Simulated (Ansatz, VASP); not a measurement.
# Ge: VASP beside Ansatz

```
CELL_PARAMETERS angstrom
5.35904 0.00000 0.00000
0.00000 5.35904 0.00000
0.00000 0.00000 5.35904
ATOMIC_POSITIONS crystal
Ge 0.00000 0.00000 0.00000
Ge 0.50000 0.50000 0.50000
Ge 0.25000 0.00000 0.50000
Ge 0.75000 0.00000 0.50000
Ge 0.50000 0.25000 0.00000
Ge 0.50000 0.75000 0.00000
Ge 0.00000 0.50000 0.25000
Ge 0.00000 0.50000 0.75000
```

Alike in both runs: task relaxation of cell and atoms; functional revPBE; k mesh 5 × 5 × 5; occupations fermi-dirac, width 0.1 eV; no spin polarisation.

|  | VASP | Ansatz |
| --- | --- | --- |
| version | VASP 6.6.1 | Ansatz 0.2.0 |
| potentials or method | VASP PAW PBE potentials, release 64 (Ge_d), cutoff 600 eV | plane waves (420 eV) with PAW, scalar-relativistic |
| valence electrons in the cell | 112 | 112 |

```tsv
	VASP	Ansatz	Ansatz less VASP
relaxed volume (Å³/atom)	20.30	20.29	-0.017
relaxed cell length with the largest relative difference (Å)	5.456	5.455	-0.0015
```

VASP's potentials were made for PBE, not for revPBE.
